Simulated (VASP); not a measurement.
# Ir (P6/mmm) in VASP: a series of runs

Ir is run at these levels: PBEsol; tasks: single point, relaxation of cell and atoms.

All numbers are computed with VASP 6.6.1; they aren't measurements. Logs are shortened: lines on timing, memory, paths and dates and some standing lists are left out, and cuts for length are marked.

## Step 1: The cell of the first run

It takes space group P6/mmm (No. 191, hexagonal). Conventional cell: a = 4.316 Å, b = 4.316 Å, c = 2.694 Å, α = 90.00°, β = 90.00°, γ = 120.00°. Within 3.6 Å of Ir (site symmetry 6/mmm) lie 14 Ir at 2.69 to 2.83 Å. Ir (site symmetry -6m2) has 11 Ir at 2.49 to 2.83 Å within 3.3 Å.

This isn't the form of Ir at room conditions, which is fcc.

## Step 2: Single point, PBEsol

File INCAR:

```
SYSTEM = Ir
  PREC = Accurate
  ENCUT = 520
  EDIFF = 1E-7
  ISMEAR = 0
  SIGMA = 0.1
  LREAL = .False.
  LASPH = .True.
  NELM = 100
  ALGO = Normal
  ISIF = 2
  LWAVE = .False.
  LCHARG = .True.
  GGA = PS
  LELF = .True.
  LVHAR = .True.
  NBANDS = 20
```

File KPOINTS:

```
Automatic mesh
0
Gamma
  6 6 6
  0 0 0
```

File POSCAR:

```
Ir
1.0
    4.3161055301      0.0000000000      0.0000000000
   -2.1580527651      3.7378570345      0.0000000000
    0.0000000000      0.0000000000      2.6936149553
Ir
3
Direct
    0.0000000000      0.0000000000      0.0000000000
    0.3333333333      0.6666666667      0.5000000000
    0.6666666667      0.3333333333      0.5000000000
```

Potentials or basis: VASP PAW PBE potentials, release 64 (Ir).

Launch:

```bash
cat potpaw_PBE.64/Ir/POTCAR > POTCAR
mpirun -np 1 vasp_std > vasp.out
```

OUTCAR:

```text
SYSTEM = Ir
   PREC = Accurate
   ENCUT = 520
   EDIFF = 1E-7
   ISMEAR = 0
   LREAL = .False.
   LASPH = .True.
   NELM = 100
   ISIF = 2
   GGA = PS

 ion  position               nearest neighbor table
   1  0.000  0.000  0.000-   2 2.83   3 2.83   2 2.83   3 2.83   3 2.83   3 2.83   2 2.83   2 2.83
                             3 2.83   3 2.83   2 2.83   2 2.83
   2  0.333  0.667  0.500-   3 2.49   3 2.49   3 2.49   1 2.83   1 2.83   1 2.83   1 2.83   1 2.83
                             1 2.83
   3  0.667  0.333  0.500-   2 2.49   2 2.49   2 2.49   1 2.83   1 2.83   1 2.83   1 2.83   1 2.83
                             1 2.83

  LATTYP: Found a hexagonal cell.
 ALAT       =     4.3161055301
 C/A-ratio  =     0.6240845912

  Lattice vectors:

 A1 = (   4.3161055301,   0.0000000000,   0.0000000000)
 A2 = (  -2.1580527651,   3.7378570345,   0.0000000000)
 A3 = (   0.0000000000,   0.0000000000,   2.6936149553)

Analysis of symmetry for initial positions (statically):
=====================================================================
 Subroutine PRICEL returns:
 Original cell was already a primitive cell.

 Routine SETGRP: Setting up the symmetry group for a
 hexagonal supercell.

 Subroutine GETGRP returns: Found 24 space group operations
 (whereof 24 operations were pure point group operations)
 out of a pool of 24 trial point group operations.

The static configuration has the point symmetry D_6h.

Analysis of symmetry for dynamics (positions and initial velocities):
=====================================================================
 Subroutine PRICEL returns:
 Original cell was already a primitive cell.

 Routine SETGRP: Setting up the symmetry group for a
 hexagonal supercell.

 Subroutine GETGRP returns: Found 24 space group operations
 (whereof 24 operations were pure point group operations)
 out of a pool of 24 trial point group operations.

The dynamic configuration has the point symmetry D_6h.

 Subroutine INISYM returns: Found 24 space group operations
 (whereof 24 operations are pure point group operations),
 and found     1 'primitive' translations

----------------------------------------------------------------------------------------

                                     Primitive cell

  volume of cell :      43.4561

  direct lattice vectors                    reciprocal lattice vectors
     4.316105530  0.000000000  0.000000000     0.231690350  0.133766486  0.000000000
    -2.158052765  3.737857035  0.000000000     0.000000000  0.267532972  0.000000000
     0.000000000  0.000000000  2.693614955     0.000000000  0.000000000  0.371248310

  length of vectors
     4.316105530  4.316105530  2.693614955     0.267532972  0.267532972  0.371248310

  position of ions in fractional coordinates (direct lattice)
     0.000000000  0.000000000  0.000000000
     0.333333333  0.666666667  0.500000000
     0.666666667  0.333333333  0.500000000

  ion indices of the primitive-cell ions
   primitive index   ion index
                 1           1
                 2           2
                 3           3

----------------------------------------------------------------------------------------

 KPOINTS: Automatic mesh

Automatic generation of k-mesh.
 Grid dimensions read from file:
 generate k-points for:    6    6    6

 Generating k-lattice:

  Cartesian coordinates                     Fractional coordinates (reciprocal lattice)
     0.038615058  0.022294414  0.000000000     0.166666667 -0.000000000  0.000000000
     0.000000000  0.044588829  0.000000000     0.000000000  0.166666667  0.000000000
     0.000000000  0.000000000  0.061874718     0.000000000  0.000000000  0.166666667

  Length of vectors
     0.044588829  0.044588829  0.061874718

  Shift w.r.t. Gamma in fractional coordinates (k-lattice)
     0.000000000  0.000000000  0.000000000

 Subroutine IBZKPT returns following result:
 ===========================================

 Found     28 irreducible k-points:

 Following reciprocal coordinates:
            Coordinates               Weight
  0.000000  0.000000  0.000000      1.000000
  0.166667 -0.000000  0.000000      6.000000
  0.333333 -0.000000  0.000000      6.000000
  0.500000 -0.000000  0.000000      3.000000
  0.166667  0.166667  0.000000      6.000000
  0.333333  0.166667  0.000000     12.000000
[... 16 lines left out ...]
  0.166667 -0.000000  0.500000      6.000000
  0.333333 -0.000000  0.500000      6.000000
 [... further k-points ...]
   k-points           NKPTS =     28   k-points in BZ     NKDIM =     28   number of bands    NBANDS=     20
   number of dos      NEDOS =    301   number of ions     NIONS =      3
   total plane-waves  NPLWV =  20480
   dimension x,y,z NGX =    32 NGY =   32 NGZ =   20
   dimension x,y,z NGXF=    64 NGYF=   64 NGZF=   40
   ions per type =               3
   NGX,Y,Z   is equivalent  to a cutoff of  12.33, 12.33, 12.34 a.u.
   NGXF,Y,Z  is equivalent  to a cutoff of  24.65, 24.65, 24.69 a.u.
 SYSTEM =  Ir
   PREC   = accura    normal or accurate (medium, high low for compatibility)
   ISTART =      0    job   : 0-new  1-cont  2-samecut
   ICHARG =      2    charge: 1-file 2-atom 10-const
   ISPIN  =      1    spin polarized calculation?
   LNONCOLLINEAR =      F non collinear calculations
   LSORBIT =      F    spin-orbit coupling
   LASPH  =      T    aspherical Exc in radial PAW
   ENCUT  =  520.0 eV  38.22 Ry    6.18 a.u.   8.03  8.03  5.01*2*pi/ulx,y,z
   NELM   =    100;   NELMIN=  2; NELMDL= -5     # of ELM steps
   EDIFF  = 0.1E-06   stopping-criterion for ELM
   LREAL  =      F    real-space projection
   EDIFFG = 0.1E-05   stopping-criterion for IOM
   NSW    =      0    number of steps for IOM
   IBRION =     -1    ionic relax: 0-MD 1-quasi-New 2-CG
   NFREE  =      0    steps in history (QN), initial steepest desc. (CG)
   ISIF   =      2    stress and relaxation
   ISYM   =      2    0-nonsym 1-usesym 2-fastsym
   POTIM  = 0.5000    time-step for ionic-motion
   TEBEG  =    0.0;   TEEND  =   0.0 temperature during run
   PSTRESS=    0.0 pullay stress
   NELECT =      27.0000    total number of electrons
   NUPDOWN=      -1.0000    fix difference up-down
   EMIN   =  10.00;   EMAX   =-10.00  energy-range for DOS
   EFERMI =   0.00;   METHOD = LEGACY
   ISMEAR =     0;   SIGMA  =   0.10  broadening in eV -4-tet -1-fermi 0-gaus
   EFERMI_NEDOS =   21; number of points for ismear=-14 and -15
   IALGO  =     38    algorithm
   IMIX   =      4    mixing-type and parameters
     AMIX     =   0.40;   BMIX     =  1.00
     AMIX_MAG =   1.60;   BMIX_MAG =  1.00
  volume/ion in A,a.u.               =      14.49        97.75
  Fermi-wavevector in a.u.,A,eV,Ry     =   1.396945  2.639843 26.551165  1.951456
  Thomas-Fermi vector in A             =   2.520250
   LORBIT       =      0    0 simple, 1 ext, 2 COOP (PROOUT), +10 PAW based schemes
   GGA     = PS    functional components
   LHFCALC =     F    Hartree Fock is set to
   AEXX    =    0.0000 exact exchange contribution
   IVDW    =     0    specifies the selected vdW correction
   LEPSILON=     F    determine dielectric tensor
   LRPA    =     F    only Hartree local field effects (RPA)
 non-spin polarized calculation
 Gauss-broadening in eV      SIGMA  =   0.10
  energy-cutoff  :      520.00
  volume of cell :       43.46
 maximum number of plane-waves:      1197
   NGX = 17   NGY = 17   NGZ = 11

 number of electron      27.0000000 magnetization

 Free energy of the ion-electron system (eV)
  ---------------------------------------------------
  ext. energy  EPLUGINS =         0.00000000
  ---------------------------------------------------
  free energy    TOTEN  =       -28.36511070 eV

  energy without entropy =      -28.34632424  energy(sigma->0) =      -28.35571747

 E-fermi :   9.7887     XC(G=0): -13.9460

 val. band max:        9.7545809875   @ k =   0.3333  -0.0000   0.1667
 cond. band min:       9.8445687233   @ k =   0.1667   0.1667   0.3333
 fundamental gap:      0.0899877358
 Fermi energy:         9.7887441077

 k-point     1 :       0.0000    0.0000    0.0000
  band No.  band energies     occupation
      1      -1.0900      2.00000
      2       2.6977      2.00000
      3       5.0753      2.00000
      4       5.2271      2.00000
      5       5.2271      2.00000
      6       5.2308      2.00000
[... 12 lines left out ...]
     19      18.4343      0.00000
     20      18.4348      0.00000

 k-point     2 :       0.1667   -0.0000    0.0000
  band No.  band energies     occupation
      1      -0.6561      2.00000
      2       2.8159      2.00000
      3       3.8276      2.00000
      4       4.5404      2.00000
      5       4.6103      2.00000
      6       5.6033      2.00000
[... 12 lines left out ...]
     19      16.7641      0.00000
     20      18.3635      0.00000

 k-point     3 :       0.3333   -0.0000    0.0000
  band No.  band energies     occupation
      1       0.5177      2.00000
      2       2.3641      2.00000
      3       3.2919      2.00000
      4       3.9410      2.00000
      5       4.3213      2.00000
      6       5.2027      2.00000
[... 12 lines left out ...]
     19      17.2855      0.00000
     20      20.9988      0.00000

 k-point     4 :       0.5000   -0.0000    0.0000
  band No.  band energies     occupation
      1       1.7276      2.00000
      2       2.1725      2.00000
      3       2.2065      2.00000
      4       4.3404      2.00000
      5       4.4806      2.00000
      6       4.4819      2.00000
[... 12 lines left out ...]
     19      17.5360      0.00000
     20      23.7369      0.00000

 k-point     5 :       0.1667    0.1667    0.0000
  band No.  band energies     occupation
      1       0.1377      2.00000
      2       2.6648      2.00000
      3       3.2424      2.00000
      4       3.6640      2.00000
      5       4.8187      2.00000
      6       5.5606      2.00000
[... 12 lines left out ...]
     19      18.4252      0.00000
     20      19.0138      0.00000

 k-point     6 :       0.3333    0.1667    0.0000
  band No.  band energies     occupation
      1       1.3262      2.00000
      2       2.0721      2.00000
      3       2.5691      2.00000
      4       4.1815      2.00000
      5       4.5887      2.00000
      6       5.0356      2.00000
[... 12 lines left out ...]
     19      19.0022      0.00000
     20      21.9747      0.00000

 k-point     7 :       0.3333    0.3333    0.0000
  band No.  band energies     occupation
      1       1.5070      2.00000
      2       2.2248      2.00000
      3       2.2248      2.00000
      4       4.5317      2.00000
      5       4.5317      2.00000
      6       5.0765      2.00000
[... 12 lines left out ...]
     19      21.6004      0.00000
     20      22.4929      0.00000
[... 277 lines left out ...]
 k-point    20 :       0.3333    0.1667    0.3333
  band No.  band energies     occupation
      1       2.5939      2.00000
      2       2.9328      2.00000
      3       3.7088      2.00000
      4       4.0019      2.00000
      5       4.6122      2.00000
      6       5.2814      2.00000
[... 12 lines left out ...]
     19      17.9368      0.00000
     20      19.8532      0.00000

 k-point    21 :       0.3333    0.3333    0.3333
  band No.  band energies     occupation
      1       2.5797      2.00000
      2       3.6271      2.00000
      3       3.6945      2.00000
      4       3.6945      2.00000
      5       5.0524      2.00000
      6       5.0524      2.00000
[... 12 lines left out ...]
     19      18.3599      0.00000
     20      20.5903      0.00000

 k-point    22 :       0.0000    0.0000    0.5000
  band No.  band energies     occupation
      1       2.8058      2.00000
      2       2.8058      2.00000
      3       2.8387      2.00000
      4       3.3235      2.00000
      5       3.3235      2.00000
      6       4.9868      2.00000
[... 12 lines left out ...]
     19      18.7609      0.00000
     20      19.0924      0.00000

 k-point    23 :       0.1667   -0.0000    0.5000
  band No.  band energies     occupation
      1       2.3232      2.00000
      2       2.9440      2.00000
      3       3.0183      2.00000
      4       3.4077      2.00000
      5       4.2687      2.00000
      6       4.4413      2.00000
[... 12 lines left out ...]
     19      17.9804      0.00000
     20      18.8227      0.00000

 k-point    24 :       0.3333   -0.0000    0.5000
  band No.  band energies     occupation
      1       2.3286      2.00000
      2       2.9203      2.00000
      3       3.2805      2.00000
      4       3.5662      2.00000
      5       4.6708      2.00000
      6       4.7069      2.00000
[... 12 lines left out ...]
     19      16.7603      0.00000
     20      18.0307      0.00000

 [... further k-points ...]

------------------------ aborting loop because EDIFF is reached ----------------------------------------

  FORCE on cell =-STRESS in cart. coord.  units (eV):
  Direction    XX          YY          ZZ          XY          YZ          ZX
  --------------------------------------------------------------------------------------
  -------------------------------------------------------------------------------------
  Total        0.3302751      0.3302751      0.1707370     -0.0000000     -0.0000000     -0.0000000
  in kB       12.1768828     12.1768828      6.2948880     -0.0000000     -0.0000000     -0.0000000
  external PRESSURE =      10.2162179 kB  Pullay stress =       0.0000000 kB

 VOLUME and BASIS-vectors are now :
 -----------------------------------------------------------------------------
  energy-cutoff  :      520.00
  volume of cell :       43.46
      direct lattice vectors                 reciprocal lattice vectors
     4.316105530  0.000000000  0.000000000     0.231690350  0.133766486  0.000000000
    -2.158052765  3.737857035  0.000000000     0.000000000  0.267532972  0.000000000
     0.000000000  0.000000000  2.693614955     0.000000000  0.000000000  0.371248310

 POSITION                                       TOTAL-FORCE (eV/Angst)
 -----------------------------------------------------------------------------------
      0.00000      0.00000      0.00000        -0.000000      0.000000      0.000000
     -0.00000      2.49190      1.34681        -0.000000      0.000000      0.000000
      2.15805      1.24595      1.34681         0.000000     -0.000000      0.000000
 -----------------------------------------------------------------------------------
    total drift:                               -0.000000      0.000000      0.000000

  FREE ENERGIE OF THE ION-ELECTRON SYSTEM (eV)
  ---------------------------------------------------
  free  energy   TOTEN  =       -28.3651107034 eV

  energy  without entropy=      -28.3463242367  energy(sigma->0) =      -28.35571747
```

It took 28 s on 1 thread of Intel Xeon 8259CL, shared host; peak memory 0.17 GiB.

Results:

| Quantity | Value |
| --- | --- |
| Free energy | -28.3651 eV |
| Pressure | 1.0 GPa |
| Band gap on the k mesh | zero (an odd number of electrons rules out a gap without spin polarisation) |

Stress tensor (GPa, compression positive):
```
1.22 0.00 0.00
0.00 1.22 0.00
0.00 0.00 0.63
```

Caveat: the k points lie up to 0.39 Å⁻¹ apart, too coarse for converged energies and pressures of a metal; the PAW data sets were made with another functional, which shifts forces and pressure a little; spin-orbit coupling is left out, which moves the levels of the heavy elements.

(Continued in part 2 of 2.)
